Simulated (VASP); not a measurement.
The system is Ca3AsP.

```
As Ca P
1.0
     5.33390    0.00000    0.00000
     0.00000    5.33390    0.00000
     0.00000    0.00000    5.33390
As Ca P
1 3 1
Direct
  0.00000 0.00000 0.00000
  0.50000 0.50000 0.00000
  0.50000 0.00000 0.50000
  0.00000 0.50000 0.50000
  0.50000 0.50000 0.50000
```

- Program: VASP 6.6.1
- Task: relaxation of cell and atoms
- Functional: LDA
- Potentials or basis: VASP PAW LDA potentials, release 64 (As, Ca_sv, P)
- Cutoff: 600 eV
- k mesh: 5 × 5 × 5
- Occupations: fermi-dirac, width 0.05 eV
- Spin: no spin polarisation

At the start: pressure -2.7 GPa; volume 30.35 Å³/atom.

**Question.** How do energy, volume and symmetry change on relaxing?

**Answer.** Over 3 steps the energy falls by 18.4 meV/atom and the volume is 28.30 Å³/atom (-6.8 %); space group Pm-3m (No. 221, to 0.05 Å).

The path:
```csv
step,energy change (eV),largest force (eV/Å),pressure (GPa),volume (Å³)
1,0.0000,0.0000,-2.72,151.75
2,-0.0913,0.0000,0.24,140.73
3,-0.0919,0.0000,0.01,141.49
```

Final structure:
```
As Ca P
1.0
     5.21082    0.00000    0.00000
     0.00000    5.21082    0.00000
     0.00000    0.00000    5.21082
As Ca P
1 3 1
Direct
  0.00000 0.00000 0.00000
  0.50000 0.50000 0.00000
  0.50000 0.00000 0.50000
  0.00000 0.50000 0.50000
  0.50000 0.50000 0.50000
```
